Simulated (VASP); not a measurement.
# BAs (zincblende type) (F-43m) in VASP: notebook

BAs (zincblende type) is run at these levels: PBE; tasks: electric field gradients.

All numbers are computed with VASP 6.6.1; they aren't measurements. Logs are shortened: lines on timing, memory, paths and dates and some standing lists are left out, and cuts for length are marked.

### Step 1. The cell of the first run

Symmetry: F-43m, No. 216, cubic system. The conventional cell has a = 4.712 Å, b = 4.712 Å, c = 4.712 Å, α = 90.00°, β = 90.00°, γ = 90.00°. Within 2.7 Å of B (site symmetry -43m) lie 4 As at 2.04 Å. As (site symmetry -43m) has 4 B at 2.04 Å within 2.7 Å.

### Step 2. Electric field gradients, PBE (volume scaled by 0.9405)

The input, INCAR:

```
PREC = Accurate ; ENCUT = 520
EDIFF = 1E-8 ; ISMEAR = -1
SIGMA = 0.08 ; LREAL = False
LASPH = True ; NELM = 80
ALGO = Normal ; ISIF = 2
LWAVE = False ; LCHARG = False
GGA = PE ; LEFG = True
NBANDS = 11
```

The input, KPOINTS:

```
regular mesh
0
Gamma
  15 15 15
```

The input, POSCAR:

```
BAs
1.0
    0.0000000000      2.3559877699      2.3559877699
    2.3559877699      0.0000000000      2.3559877699
    2.3559877699      2.3559877699      0.0000000000
B As
1 1
Direct
    0.0000000000      0.0000000000      0.0000000000
    0.2500000000      0.2500000000      0.2500000000
```

Potentials or basis: VASP PAW PBE potentials, release 64 (B, As).

The run is started by

```sh
$ cat potpaw_PBE.64/B/POTCAR potpaw_PBE.64/As/POTCAR > POTCAR
$ mpirun -np 1 vasp_std > vasp.out
```

OUTCAR:

```text
PREC = Accurate
   ENCUT = 520
   EDIFF = 1E-8
   ISMEAR = -1
   LREAL = False
   LASPH = True
   NELM = 80
   ISIF = 2
   GGA = PE

 ion  position               nearest neighbor table
   1  0.000  0.000  0.000-   2 2.04   2 2.04   2 2.04   2 2.04
   2  0.250  0.250  0.250-   1 2.04   1 2.04   1 2.04   1 2.04

  LATTYP: Found a face centered cubic cell.
 ALAT       =     4.7119755398

  Lattice vectors:

 A1 = (   0.0000000000,   2.3559877699,   2.3559877699)
 A2 = (   2.3559877699,   0.0000000000,   2.3559877699)
 A3 = (   2.3559877699,   2.3559877699,   0.0000000000)

Analysis of symmetry for initial positions (statically):
=====================================================================
 Subroutine PRICEL returns:
 Original cell was already a primitive cell.

 Routine SETGRP: Setting up the symmetry group for a
 face centered cubic supercell.

 Subroutine GETGRP returns: Found 24 space group operations
 (whereof 24 operations were pure point group operations)
 out of a pool of 48 trial point group operations.

The static configuration has the point symmetry T_d .

Analysis of symmetry for dynamics (positions and initial velocities):
=====================================================================
 Subroutine PRICEL returns:
 Original cell was already a primitive cell.

 Routine SETGRP: Setting up the symmetry group for a
 face centered cubic supercell.

 Subroutine GETGRP returns: Found 24 space group operations
 (whereof 24 operations were pure point group operations)
 out of a pool of 48 trial point group operations.

The dynamic configuration has the point symmetry T_d .

 Subroutine INISYM returns: Found 24 space group operations
 (whereof 24 operations are pure point group operations),
 and found     1 'primitive' translations

----------------------------------------------------------------------------------------

                                     Primitive cell

  volume of cell :      26.1547

  direct lattice vectors                    reciprocal lattice vectors
     0.000000000  2.355987770  2.355987770    -0.212225210  0.212225210  0.212225210
     2.355987770  0.000000000  2.355987770     0.212225210 -0.212225210  0.212225210
     2.355987770  2.355987770  0.000000000     0.212225210  0.212225210 -0.212225210

  length of vectors
     3.331869857  3.331869857  3.331869857     0.367584847  0.367584847  0.367584847

  position of ions in fractional coordinates (direct lattice)
     0.000000000  0.000000000  0.000000000
     0.250000000  0.250000000  0.250000000

  ion indices of the primitive-cell ions
   primitive index   ion index
                 1           1
                 2           2

----------------------------------------------------------------------------------------

 KPOINTS: regular mesh

Automatic generation of k-mesh.
 Grid dimensions read from file:
 generate k-points for:   15   15   15

 Generating k-lattice:

  Cartesian coordinates                     Fractional coordinates (reciprocal lattice)
    -0.014148347  0.014148347  0.014148347     0.066666667  0.000000000  0.000000000
     0.014148347 -0.014148347  0.014148347     0.000000000  0.066666667  0.000000000
     0.014148347  0.014148347 -0.014148347     0.000000000  0.000000000  0.066666667

  Length of vectors
     0.024505656  0.024505656  0.024505656

  Shift w.r.t. Gamma in fractional coordinates (k-lattice)
     0.000000000  0.000000000  0.000000000

 Subroutine IBZKPT returns following result:
 ===========================================

 Found    120 irreducible k-points:

 Following reciprocal coordinates:
            Coordinates               Weight
  0.000000  0.000000  0.000000      1.000000
  0.066667  0.000000  0.000000      8.000000
  0.133333  0.000000  0.000000      8.000000
  0.200000  0.000000  0.000000      8.000000
  0.266667  0.000000  0.000000      8.000000
  0.333333  0.000000  0.000000      8.000000
[... 16 lines left out ...]
  0.133333  0.133333  0.000000      6.000000
  0.200000  0.133333  0.000000     24.000000
 [... further k-points ...]
   k-points           NKPTS =    120   k-points in BZ     NKDIM =    120   number of bands    NBANDS=     11
   number of dos      NEDOS =    301   number of ions     NIONS =      2
   total plane-waves  NPLWV =  21952
   dimension x,y,z NGX =    28 NGY =   28 NGZ =   28
   dimension x,y,z NGXF=    56 NGYF=   56 NGZF=   56
   ions per type =               1   1
   NGX,Y,Z   is equivalent  to a cutoff of  13.97, 13.97, 13.97 a.u.
   NGXF,Y,Z  is equivalent  to a cutoff of  27.94, 27.94, 27.94 a.u.
 SYSTEM =  unknown system
   PREC   = accura    normal or accurate (medium, high low for compatibility)
   ISTART =      0    job   : 0-new  1-cont  2-samecut
   ICHARG =      2    charge: 1-file 2-atom 10-const
   ISPIN  =      1    spin polarized calculation?
   LNONCOLLINEAR =      F non collinear calculations
   LSORBIT =      F    spin-orbit coupling
   LASPH  =      T    aspherical Exc in radial PAW
   ENCUT  =  520.0 eV  38.22 Ry    6.18 a.u.   6.20  6.20  6.20*2*pi/ulx,y,z
   NELM   =     80;   NELMIN=  2; NELMDL= -5     # of ELM steps
   EDIFF  = 0.1E-07   stopping-criterion for ELM
   LREAL  =      F    real-space projection
   EDIFFG = 0.1E-06   stopping-criterion for IOM
   NSW    =      0    number of steps for IOM
   IBRION =     -1    ionic relax: 0-MD 1-quasi-New 2-CG
   NFREE  =      0    steps in history (QN), initial steepest desc. (CG)
   ISIF   =      2    stress and relaxation
   ISYM   =      2    0-nonsym 1-usesym 2-fastsym
   POTIM  = 0.5000    time-step for ionic-motion
   TEBEG  =    0.0;   TEEND  =   0.0 temperature during run
   PSTRESS=    0.0 pullay stress
   NELECT =       8.0000    total number of electrons
   NUPDOWN=      -1.0000    fix difference up-down
   EMIN   =  10.00;   EMAX   =-10.00  energy-range for DOS
   EFERMI =   0.00;   METHOD = LEGACY
   ISMEAR =    -1;   SIGMA  =   0.08  broadening in eV -4-tet -1-fermi 0-gaus
   EFERMI_NEDOS =   21; number of points for ismear=-14 and -15
   IALGO  =     38    algorithm
   IMIX   =      4    mixing-type and parameters
     AMIX     =   0.40;   BMIX     =  1.00
     AMIX_MAG =   1.60;   BMIX_MAG =  1.00
  volume/ion in A,a.u.               =      13.08        88.25
  Fermi-wavevector in a.u.,A,eV,Ry     =   1.103033  2.084430 16.553958  1.216682
  Thomas-Fermi vector in A             =   2.239485
   LORBIT       =      0    0 simple, 1 ext, 2 COOP (PROOUT), +10 PAW based schemes
   GGA     = PE    functional components
   LHFCALC =     F    Hartree Fock is set to
   AEXX    =    0.0000 exact exchange contribution
   IVDW    =     0    specifies the selected vdW correction
   LEPSILON=     F    determine dielectric tensor
   LRPA    =     F    only Hartree local field effects (RPA)
 non-spin polarized calculation
  energy-cutoff  :      520.00
  volume of cell :       26.15
 maximum number of plane-waves:       725
 NGX is ok and might be reduce to    28
   NGX = 13   NGY = 13   NGZ = 13

 number of electron       8.0000000 magnetization

 Free energy of the ion-electron system (eV)
  ---------------------------------------------------
  ext. energy  EPLUGINS =         0.00000000
  ---------------------------------------------------
  free energy    TOTEN  =       -11.36145837 eV

  energy without entropy =      -11.36145118  energy(sigma->0) =      -11.36145478

 E-fermi :   7.1387     XC(G=0): -10.7634

 val. band max:        6.5877438945   @ k =   0.0000   0.0000   0.0000
 cond. band min:       7.7200683949   @ k =   0.4000   0.4000   0.0000
 fundamental gap:      1.1323245005
 Fermi energy:         7.1386874180

 k-point     1 :       0.0000    0.0000    0.0000
  band No.  band energies     occupation
      1      -9.1957      2.00000
      2       6.5877      1.99796
      3       6.5877      1.99796
      4       6.5877      1.99796
      5       9.9173      0.00000
      6       9.9173      0.00000
      7       9.9173      0.00000
      8      11.8038      0.00000
      9      16.3762      0.00000
     10      19.7069      0.00000
     11      19.7069      0.00000

 k-point     2 :       0.0667    0.0000    0.0000
  band No.  band energies     occupation
      1      -9.1198      2.00000
      2       5.8653      2.00000
      3       6.4350      1.99970
      4       6.4350      1.99970
      5      10.0903      0.00000
      6      10.1173      0.00000
      7      10.1173      0.00000
      8      12.1678      0.00000
      9      16.6929      0.00000
     10      19.0196      0.00000
     11      19.0196      0.00000

 k-point     3 :       0.1333    0.0000    0.0000
  band No.  band energies     occupation
      1      -8.8935      2.00000
      2       4.3806      2.00000
      3       6.0790      2.00000
      4       6.0790      2.00000
      5      10.1327      0.00000
      6      10.5836      0.00000
      7      10.5836      0.00000
      8      13.0892      0.00000
      9      17.4749      0.00000
     10      18.2286      0.00000
     11      18.2286      0.00000

 k-point     4 :       0.2000    0.0000    0.0000
  band No.  band energies     occupation
      1      -8.5216      2.00000
      2       2.7323      2.00000
      3       5.6731      2.00000
      4       5.6731      2.00000
      5       9.9996      0.00000
      6      11.0715      0.00000
      7      11.0715      0.00000
      8      14.1108      0.00000
      9      17.8472      0.00000
     10      17.8472      0.00000
     11      18.0556      0.00000
[... 239 lines left out ...]
 k-point    22 :      -0.0667    0.0667    0.0000
  band No.  band energies     occupation
      1      -8.9937      2.00000
      2       5.2034      2.00000
      3       5.7029      2.00000
      4       6.4560      1.99961
      5      10.1323      0.00000
      6      10.2246      0.00000
      7      10.6752      0.00000
      8      12.6643      0.00000
      9      17.1814      0.00000
     10      18.0188      0.00000
     11      18.8440      0.00000

 k-point    23 :       0.1333    0.1333    0.0000
  band No.  band energies     occupation
      1      -8.7921      2.00000
      2       5.0074      2.00000
      3       5.2520      2.00000
      4       5.2520      2.00000
      5       9.1190      0.00000
      6      11.6861      0.00000
      7      11.6861      0.00000
      8      12.6493      0.00000
      9      16.6987      0.00000
     10      17.9332      0.00000
     11      20.1417      0.00000

 k-point    24 :       0.2000    0.1333    0.0000
  band No.  band energies     occupation
      1      -8.5178      2.00000
      2       3.7276      2.00000
      3       4.8135      2.00000
      4       5.0719      2.00000
      5       9.1172      0.00000
      6      11.9172      0.00000
      7      12.3299      0.00000
      8      12.9232      0.00000
      9      16.6016      0.00000
     10      18.7701      0.00000
     11      19.9479      0.00000

 [... further k-points ...]
[... 5 lines left out ...]
  --------------------------------------------------------------------------------------
  -------------------------------------------------------------------------------------
  Total        1.6243959      1.6243959      1.6243959      0.0000000     -0.0000000      0.0000000
  in kB       99.5069417     99.5069417     99.5069417      0.0000000     -0.0000000      0.0000000
  external PRESSURE =      99.5069417 kB  Pullay stress =       0.0000000 kB

 VOLUME and BASIS-vectors are now :
 -----------------------------------------------------------------------------
  energy-cutoff  :      520.00
  volume of cell :       26.15
      direct lattice vectors                 reciprocal lattice vectors
     0.000000000  2.355987770  2.355987770    -0.212225210  0.212225210  0.212225210
     2.355987770  0.000000000  2.355987770     0.212225210 -0.212225210  0.212225210
     2.355987770  2.355987770  0.000000000     0.212225210  0.212225210 -0.212225210

 POSITION                                       TOTAL-FORCE (eV/Angst)
 -----------------------------------------------------------------------------------
      0.00000      0.00000      0.00000         0.000000      0.000000      0.000000
      1.17799      1.17799      1.17799        -0.000000     -0.000000     -0.000000
 -----------------------------------------------------------------------------------
    total drift:                               -0.000000     -0.000000     -0.000000

  FREE ENERGIE OF THE ION-ELECTRON SYSTEM (eV)
  ---------------------------------------------------
  free  energy   TOTEN  =       -11.3614583741 eV

  energy  without entropy=      -11.3614511847  energy(sigma->0) =      -11.36145478

 Electric field gradients (V/A^2)
---------------------------------------------------------------------
 ion       V_xx      V_yy      V_zz      V_xy      V_xz      V_yz
---------------------------------------------------------------------
   1       0.000    -0.000    -0.000    -0.000    -0.000    -0.000
   2       0.000    -0.000     0.000     0.000     0.000     0.000
---------------------------------------------------------------------

 Electric field gradients after diagonalization (V/A^2)
 (convention: |V_zz| > |V_xx| > |V_yy|)
----------------------------------------------------------------------
 ion       V_xx      V_yy      V_zz     asymmetry (V_yy - V_xx)/ V_zz
----------------------------------------------------------------------
   1       0.000     0.000    -0.000       0.000
   2      -0.000    -0.000     0.000       0.000
----------------------------------------------------------------------

           NMR quadrupolar parameters

 Cq : quadrupolar parameter    Cq=e*Q*V_zz/h
 eta: asymmetry parameters     (V_yy - V_xx)/ V_zz
 Q  : nuclear electric quadrupole moment in mb (millibarn)
----------------------------------------------------------------------
 ion       Cq(MHz)       eta       Q (mb)
----------------------------------------------------------------------
   1      -0.000       0.000       1.000
   2       0.000       0.000       1.000
----------------------------------------------------------------------
```

Wall time 60 s (1 thread of Intel Xeon Platinum 8488C (Sapphire Rapids), shared host); peak memory 0.18 GiB.

Results:

```
Free energy            : -11.3615 eV
Pressure               : 10.0 GPa
Band gap on the k mesh : 1.13 eV, indirect (least direct gap 3.33 eV)
```

Caveat: without QUAD_EFG the Cq values of the log hold for a quadrupole moment of 1 mb, not for the nuclei. A k mesh can miss the band edges.

[end of part 1 of 3]
